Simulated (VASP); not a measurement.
Write the native input for VASP 6.6.1 that does the following.

| Property | Result |
| --- | --- |
| Task | single point |
| Functional | PBE |
| Potentials or basis | VASP PAW PBE potentials, release 64 (Si, Se) |
| Cutoff | 520 eV |
| k mesh | 12 × 12 × 12 |
| Occupations | gaussian, width 0.1 eV |
| Spin | no spin polarisation |
| Dipole correction | no |
| Further INCAR settings | ALGO = Normal; EDIFF = 1e-06; NBANDS = 20 |

The structure of Si3Se2 lies in POSCAR:

```
Si3Se2
1.0
   -1.8727249458      1.8727249458      9.5927837319
    1.8727249458     -1.8727249458      9.5927837319
    1.8727249458      1.8727249458     -9.5927837319
Si Se
3 2
Direct
    0.4277185537      0.9277185537      0.5000000000
    0.0722814463      0.5722814463      0.5000000000
    0.0000000000      0.0000000000      0.0000000000
    0.3527086440      0.3527086440      0.0000000000
    0.6472913560      0.6472913560      0.0000000000
```

One way to write it, as run:

INCAR

```
PREC     = Accurate       # precision mode
ENCUT    = 520            # plane-wave cutoff, eV
EDIFF    = 1E-6           # SCF threshold, eV
ISMEAR   = 0              # smearing method
SIGMA    = 0.1            # smearing width, eV
LREAL    = F              # projectors in reciprocal space
LASPH    = T              # aspherical terms in the spheres
NELM     = 100            # most SCF steps
ALGO     = Normal         # electronic algorithm
ISIF     = 2              # what is computed and relaxed
LWAVE    = F              # write WAVECAR
LCHARG   = F              # write CHGCAR
GGA      = PE             # functional
NBANDS   = 20             # bands
```

KPOINTS

```
regular mesh
0
Gamma
  12 12 12
```

Potentials or basis: VASP PAW PBE potentials, release 64 (Si, Se).

Launch:

```bash
$ cat potpaw_PBE.64/Si/POTCAR potpaw_PBE.64/Se/POTCAR > POTCAR
$ mpirun -np 1 vasp_std > vasp.out
```

It gave:

```json
{
 "Pressure": "0.0 GPa",
 "Largest force": "0.022 eV/Å",
 "Band gap on the k mesh": "0.07 eV (least direct gap 0.10 eV)"
}
```

Caveat: the smearing spreads over this small gap.

Wall time 18 min on 1 thread of Intel(R) Xeon(R) 6975P-C (Granite Rapids), on a shared host, peak memory 1.1 GiB.
